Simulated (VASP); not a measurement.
# Hf in VASP: notebook

The runs below take Hf through single point, with PBE.

Program: VASP 6.6.1. These are calculated values, not measurements. Logs are shortened: lines on timing, memory, paths and dates and some standing lists are left out, and cuts for length are marked.

## 1. The cell of the first run

The structure is tetragonal, space group I4/mmm (No. 139). Conventional cell: a = 3.538 Å, b = 3.538 Å, c = 3.610 Å, α = 90.00°, β = 90.00°, γ = 90.00°. Within 4.1 Å of Hf (site symmetry 4/mmm) lie 14 Hf at 3.08 to 3.61 Å.

## 2. Single point, PBE (equal xx and yy strain of -2 %)

INCAR

```
SYSTEM = Hf
PREC = Accurate ; ENCUT = 520
EDIFF = 1E-7 ; ISMEAR = -1
SIGMA = 0.05 ; LREAL = .FALSE.
LASPH = .TRUE. ; NELM = 100
ALGO = Normal ; ISIF = 2
LWAVE = .FALSE. ; LCHARG = .FALSE.
GGA = PE ; NBANDS = 11
```

KPOINTS

```
regular mesh
0
G
  14 14 14
  0 0 0
```

POSCAR

```
Hf
1.0
   -1.7689000000      1.7689000000      1.8050000000
    1.7689000000     -1.7689000000      1.8050000000
    1.7689000000      1.7689000000     -1.8050000000
Hf
1
Direct
    0.0000000000      0.0000000000      0.0000000000
```

Potentials or basis: VASP PAW PBE potentials, release 64 (Hf_pv).

On the command line:

```console
$ cat potpaw_PBE.64/Hf_pv/POTCAR > POTCAR
$ mpirun -np 1 vasp_std > vasp.out
```

OUTCAR:

```text
SYSTEM = Hf
   PREC = Accurate
   ENCUT = 520
   EDIFF = 1E-7
   ISMEAR = -1
   LREAL = .FALSE.
   LASPH = .TRUE.
   NELM = 100
   ISIF = 2
   GGA = PE

 ion  position               nearest neighbor table
   1  0.000  0.000  0.000-

  LATTYP: Found a body centered tetragonal cell.
 ALAT       =     3.5378000000
 C/A-ratio  =     1.0204081633

  Lattice vectors:

 A1 = (  -1.7689000000,   1.7689000000,   1.8050000000)
 A2 = (   1.7689000000,  -1.7689000000,   1.8050000000)
 A3 = (   1.7689000000,   1.7689000000,  -1.8050000000)

Analysis of symmetry for initial positions (statically):
=====================================================================
 Subroutine PRICEL returns:
 Original cell was already a primitive cell.

 Routine SETGRP: Setting up the symmetry group for a
 body centered tetragonal supercell.

 Subroutine GETGRP returns: Found 16 space group operations
 (whereof 16 operations were pure point group operations)
 out of a pool of 16 trial point group operations.

The static configuration has the point symmetry D_4h.

Analysis of symmetry for dynamics (positions and initial velocities):
=====================================================================
 Subroutine PRICEL returns:
 Original cell was already a primitive cell.

 Routine SETGRP: Setting up the symmetry group for a
 body centered tetragonal supercell.

 Subroutine GETGRP returns: Found 16 space group operations
 (whereof 16 operations were pure point group operations)
 out of a pool of 16 trial point group operations.

The dynamic configuration has the point symmetry D_4h.

 Subroutine INISYM returns: Found 16 space group operations
 (whereof 16 operations are pure point group operations),
 and found     1 'primitive' translations

----------------------------------------------------------------------------------------

                                     Primitive cell

  volume of cell :      22.5914

  direct lattice vectors                    reciprocal lattice vectors
    -1.768900000  1.768900000  1.805000000     0.000000000  0.282661541  0.277008310
     1.768900000 -1.768900000  1.805000000     0.282661541  0.000000000  0.277008310
     1.768900000  1.768900000 -1.805000000     0.282661541  0.282661541  0.000000000

  length of vectors
     3.084807842  3.084807842  3.084807842     0.395766536  0.395766536  0.399743785

  position of ions in fractional coordinates (direct lattice)
     0.000000000  0.000000000  0.000000000

  ion indices of the primitive-cell ions
   primitive index   ion index
                 1           1

----------------------------------------------------------------------------------------

 KPOINTS: regular mesh

Automatic generation of k-mesh.
 Grid dimensions read from file:
 generate k-points for:   14   14   14

 Generating k-lattice:

  Cartesian coordinates                     Fractional coordinates (reciprocal lattice)
     0.000000000  0.020190110  0.019786308     0.071428571 -0.000000000  0.000000000
     0.020190110  0.000000000  0.019786308    -0.000000000  0.071428571  0.000000000
     0.020190110  0.020190110  0.000000000     0.000000000  0.000000000  0.071428571

  Length of vectors
     0.028269038  0.028269038  0.028553127

  Shift w.r.t. Gamma in fractional coordinates (k-lattice)
     0.000000000  0.000000000  0.000000000

 Subroutine IBZKPT returns following result:
 ===========================================

 Found    244 irreducible k-points:

 Following reciprocal coordinates:
            Coordinates               Weight
  0.000000  0.000000  0.000000      1.000000
  0.071429 -0.000000  0.000000      8.000000
  0.142857  0.000000  0.000000      8.000000
  0.214286 -0.000000  0.000000      8.000000
  0.285714  0.000000  0.000000      8.000000
  0.357143 -0.000000  0.000000      8.000000
[... 16 lines left out ...]
  0.214286  0.142857  0.000000     16.000000
  0.285714  0.142857  0.000000     16.000000
 [... further k-points ...]
   k-points           NKPTS =    244   k-points in BZ     NKDIM =    244   number of bands    NBANDS=     11
   number of dos      NEDOS =    301   number of ions     NIONS =      1
   total plane-waves  NPLWV =  13824
   dimension x,y,z NGX =    24 NGY =   24 NGZ =   24
   dimension x,y,z NGXF=    48 NGYF=   48 NGZF=   48
   ions per type =               1
   NGX,Y,Z   is equivalent  to a cutoff of  12.93, 12.93, 12.93 a.u.
   NGXF,Y,Z  is equivalent  to a cutoff of  25.87, 25.87, 25.87 a.u.
 SYSTEM =  Hf
   PREC   = accura    normal or accurate (medium, high low for compatibility)
   ISTART =      0    job   : 0-new  1-cont  2-samecut
   ICHARG =      2    charge: 1-file 2-atom 10-const
   ISPIN  =      1    spin polarized calculation?
   LNONCOLLINEAR =      F non collinear calculations
   LSORBIT =      F    spin-orbit coupling
   LASPH  =      T    aspherical Exc in radial PAW
   ENCUT  =  520.0 eV  38.22 Ry    6.18 a.u.   5.74  5.74  5.74*2*pi/ulx,y,z
   NELM   =    100;   NELMIN=  2; NELMDL= -5     # of ELM steps
   EDIFF  = 0.1E-06   stopping-criterion for ELM
   LREAL  =      F    real-space projection
   EDIFFG = 0.1E-05   stopping-criterion for IOM
   NSW    =      0    number of steps for IOM
   IBRION =     -1    ionic relax: 0-MD 1-quasi-New 2-CG
   NFREE  =      0    steps in history (QN), initial steepest desc. (CG)
   ISIF   =      2    stress and relaxation
   ISYM   =      2    0-nonsym 1-usesym 2-fastsym
   POTIM  = 0.5000    time-step for ionic-motion
   TEBEG  =    0.0;   TEEND  =   0.0 temperature during run
   PSTRESS=    0.0 pullay stress
   NELECT =      10.0000    total number of electrons
   NUPDOWN=      -1.0000    fix difference up-down
   EMIN   =  10.00;   EMAX   =-10.00  energy-range for DOS
   EFERMI =   0.00;   METHOD = LEGACY
   ISMEAR =    -1;   SIGMA  =   0.05  broadening in eV -4-tet -1-fermi 0-gaus
   EFERMI_NEDOS =   21; number of points for ismear=-14 and -15
   IALGO  =     38    algorithm
   IMIX   =      4    mixing-type and parameters
     AMIX     =   0.40;   BMIX     =  1.00
     AMIX_MAG =   1.60;   BMIX_MAG =  1.00
  volume/ion in A,a.u.               =      22.59       152.45
  Fermi-wavevector in a.u.,A,eV,Ry     =   1.247652  2.357721 21.179323  1.556636
  Thomas-Fermi vector in A             =   2.381775
   LORBIT       =      0    0 simple, 1 ext, 2 COOP (PROOUT), +10 PAW based schemes
   GGA     = PE    functional components
   LHFCALC =     F    Hartree Fock is set to
   AEXX    =    0.0000 exact exchange contribution
   IVDW    =     0    specifies the selected vdW correction
   LEPSILON=     F    determine dielectric tensor
   LRPA    =     F    only Hartree local field effects (RPA)
 non-spin polarized calculation
  energy-cutoff  :      520.00
  volume of cell :       22.59
 maximum number of plane-waves:       622
   NGX = 11   NGY = 11   NGZ = 11

 number of electron      10.0000002 magnetization

 Free energy of the ion-electron system (eV)
  ---------------------------------------------------
  ext. energy  EPLUGINS =         0.00000000
  ---------------------------------------------------
  free energy    TOTEN  =        -9.75042866 eV

  energy without entropy =       -9.73396131  energy(sigma->0) =       -9.74219499

 E-fermi :   4.4975     XC(G=0): -11.2392

 val. band max:        4.4951816834   @ k =   0.3571   0.2143   0.0000
 cond. band min:       4.5029180463   @ k =   0.2857   0.2143   0.0000
 fundamental gap:      0.0077363629
 Fermi energy:         4.4975137490

 k-point     1 :       0.0000    0.0000    0.0000
  band No.  band energies     occupation
      1     -25.3642      2.00000
      2     -25.3642      2.00000
      3     -25.3637      2.00000
      4      -2.4950      2.00000
      5       5.9618      0.00000
      6       5.9618      0.00000
      7       6.1796      0.00000
      8       8.6275      0.00000
      9       8.9304      0.00000
     10      17.5414      0.00000
     11      17.7402      0.00000

 k-point     2 :       0.0714   -0.0000    0.0000
  band No.  band energies     occupation
      1     -25.4059      2.00000
      2     -25.3770      2.00000
      3     -25.3639      2.00000
      4      -2.3098      2.00000
      5       5.9119      0.00000
      6       5.9136      0.00000
      7       6.2834      0.00000
      8       8.4587      0.00000
      9       8.8857      0.00000
     10      17.7373      0.00000
     11      17.8240      0.00000

 k-point     3 :       0.1429    0.0000    0.0000
  band No.  band energies     occupation
      1     -25.5217      2.00000
      2     -25.4128      2.00000
      3     -25.3639      2.00000
      4      -1.7793      2.00000
      5       5.6024      0.00000
      6       5.6939      0.00000
      7       6.7973      0.00000
      8       8.1580      0.00000
      9       8.8598      0.00000
     10      17.7347      0.00000
     11      18.2338      0.00000

 k-point     4 :       0.2143   -0.0000    0.0000
  band No.  band energies     occupation
      1     -25.6850      2.00000
      2     -25.4641      2.00000
      3     -25.3639      2.00000
      4      -0.9838      2.00000
      5       5.1762      0.00000
      6       5.2609      0.00000
      7       7.6626      0.00000
      8       8.1130      0.00000
      9       8.9015      0.00000
     10      17.7307      0.00000
     11      18.1534      0.00000

 k-point     5 :       0.2857    0.0000    0.0000
  band No.  band energies     occupation
      1     -25.8608      2.00000
      2     -25.5204      2.00000
      3     -25.3639      2.00000
      4      -0.0811      2.00000
      5       4.7537      0.01184
      6       4.8621      0.00136
      7       8.3072      0.00000
      8       8.8121      0.00000
      9       9.0349      0.00000
     10      17.2147      0.00000
     11      17.6840      0.00000
[... 211 lines left out ...]
 k-point    21 :      -0.0714    0.0714    0.0000
  band No.  band energies     occupation
      1     -25.4060      2.00000
      2     -25.3772      2.00000
      3     -25.3648      2.00000
      4      -2.3059      2.00000
      5       5.8236      0.00000
      6       6.1178      0.00000
      7       6.1466      0.00000
      8       8.6351      0.00000
      9       8.7188      0.00000
     10      17.7380      0.00000
     11      17.8959      0.00000

 k-point    22 :       0.1429    0.1429    0.0000
  band No.  band energies     occupation
      1     -25.7508      2.00000
      2     -25.4748      2.00000
      3     -25.3965      2.00000
      4      -0.5311      2.00000
      5       4.8999      0.00064
      6       5.0839      0.00002
      7       7.8212      0.00000
      8       8.2874      0.00000
      9       9.1984      0.00000
     10      17.7185      0.00000
     11      18.1979      0.00000

 k-point    23 :       0.2143    0.1429    0.0000
  band No.  band energies     occupation
      1     -25.8850      2.00000
      2     -25.5399      2.00000
      3     -25.4062      2.00000
      4       0.3669      2.00000
      5       4.4560      1.39288
      6       4.7758      0.00763
      7       7.9837      0.00000
      8       9.2525      0.00000
      9       9.5235      0.00000
     10      16.7869      0.00000
     11      17.7451      0.00000

 k-point    24 :       0.2857    0.1429    0.0000
  band No.  band energies     occupation
      1     -25.9999      2.00000
      2     -25.6061      2.00000
      3     -25.4110      2.00000
      4       1.1672      2.00000
      5       4.2291      1.99071
      6       4.5903      0.27028
      7       8.2815      0.00000
      8       9.3260      0.00000
      9      10.8046      0.00000
     10      15.4480      0.00000
     11      17.4209      0.00000

 [... further k-points ...]

------------------------ aborting loop because EDIFF is reached ----------------------------------------

  FORCE on cell =-STRESS in cart. coord.  units (eV):
  Direction    XX          YY          ZZ          XY          YZ          ZX
  --------------------------------------------------------------------------------------
  -------------------------------------------------------------------------------------
  Total       -0.2810333     -0.2810333     -0.1313785      0.0000000      0.0000000     -0.0000000
  in kB      -19.9307973    -19.9307973     -9.3173240      0.0000000      0.0000000     -0.0000000
  external PRESSURE =     -16.3929729 kB  Pullay stress =       0.0000000 kB

 VOLUME and BASIS-vectors are now :
 -----------------------------------------------------------------------------
  energy-cutoff  :      520.00
  volume of cell :       22.59
      direct lattice vectors                 reciprocal lattice vectors
    -1.768900000  1.768900000  1.805000000     0.000000000  0.282661541  0.277008310
     1.768900000 -1.768900000  1.805000000     0.282661541  0.000000000  0.277008310
     1.768900000  1.768900000 -1.805000000     0.282661541  0.282661541  0.000000000

 POSITION                                       TOTAL-FORCE (eV/Angst)
 -----------------------------------------------------------------------------------
      0.00000      0.00000      0.00000         0.000000     -0.000000      0.000000
 -----------------------------------------------------------------------------------
    total drift:                                0.000000      0.000000      0.000000

  FREE ENERGIE OF THE ION-ELECTRON SYSTEM (eV)
  ---------------------------------------------------
  free  energy   TOTEN  =        -9.7504286629 eV

  energy  without entropy=       -9.7339613118  energy(sigma->0) =       -9.74219499
```

It took 42 s on 1 thread of Intel Xeon 8259CL, shared host; peak memory 0.18 GiB.

What came out:

```yaml
Free_energy: -9.7504 eV
Pressure: -1.6 GPa
Band_gap_on_the_k_mesh: zero (bands 5 and 6 overlap by 2.18 eV)
```

Levels at points of the mesh, in eV from the Fermi level:
```
           k point  band 1  band 2  band 3  band 4  band 5  band 6  band 7  band 8  band 9  band 10
(0.00, 0.00, 0.00)  -29.86  -29.86  -29.86   -6.99    1.46    1.46    1.68    4.13    4.43    13.04
(0.50, 0.00, 0.00)  -30.65  -30.11  -29.86   -3.34   -0.39    1.00    3.99    5.08    7.51    10.03
(0.50, 0.50, 0.00)  -30.65  -30.13  -29.87   -3.31   -0.61    1.12    4.30    5.20    7.56    10.12
(0.50, 0.50, 0.50)  -30.44  -30.41  -30.41   -2.54   -2.49    6.67    6.74    6.74    6.85     7.32
```

Caveat: the cell differs from its parent crystal (equal xx and yy strain of -2 %); spin-orbit coupling is left out, which moves the levels of the heavy elements.

## 3. Single point, PBE (equal xx and yy strain of +1 %)

INCAR

```
PREC = Accurate
ENCUT = 520
EDIFF = 1E-6
ISMEAR = -1
SIGMA = 0.05
LREAL = False
LASPH = True
NELM = 80
ALGO = Normal
ISIF = 2
LWAVE = False
LCHARG = False
GGA = PE
NBANDS = 11
```

KPOINTS

```
regular mesh
0
Gamma
  14 14 14
```

POSCAR

```
Hf
1.0
   -1.8230500000      1.8230500000      1.8050000000
    1.8230500000     -1.8230500000      1.8050000000
    1.8230500000      1.8230500000     -1.8050000000
Hf
1
Direct
    0.0000000000      0.0000000000      0.0000000000
```

Potentials or basis: VASP PAW PBE potentials, release 64 (Hf_pv).

On the command line:

```console
$ cat potpaw_PBE.64/Hf_pv/POTCAR > POTCAR
$ mpirun -np 1 vasp_std > vasp.out
```

Wall time 44 s (1 thread of Intel Xeon 8259CL, shared host); peak memory 0.19 GiB.

It converged, with:

```yaml
Free_energy: -9.7114 eV
Pressure: -6.9 GPa
Band_gap_on_the_k_mesh: zero (bands 5 and 6 overlap by 2.12 eV)
```

Stress tensor (GPa, compression positive):
```
-6.67  0.00  0.00
 0.00 -6.67  0.00
 0.00  0.00 -7.25
```

Levels at points of the mesh, in eV from the Fermi level:
| k point | band 1 | band 2 | band 3 | band 4 | band 5 | band 6 | band 7 | band 8 | band 9 | band 10 |
| --- | --- | --- | --- | --- | --- | --- | --- | --- | --- | --- |
| (0.00, 0.00, 0.00) | -30.11 | -30.11 | -30.11 | -6.81 | 1.40 | 1.50 | 1.50 | 3.98 | 4.12 | 12.90 |
| (0.50, 0.00, 0.00) | -30.75 | -30.32 | -30.11 | -3.16 | -0.42 | 0.85 | 3.88 | 4.80 | 7.00 | 9.26 |
| (0.50, 0.50, 0.00) | -30.75 | -30.32 | -30.11 | -3.18 | -0.31 | 0.79 | 3.76 | 4.73 | 6.98 | 9.22 |
| (0.50, 0.50, 0.50) | -30.57 | -30.57 | -30.56 | -2.30 | -2.27 | 6.25 | 6.25 | 6.28 | 6.62 | 6.62 |

Caveat: the cell differs from its parent crystal (equal xx and yy strain of +1 %); the cell stands under tension; spin-orbit coupling is left out, which moves the levels of the heavy elements.

(Part 1 of 3 ends here.)
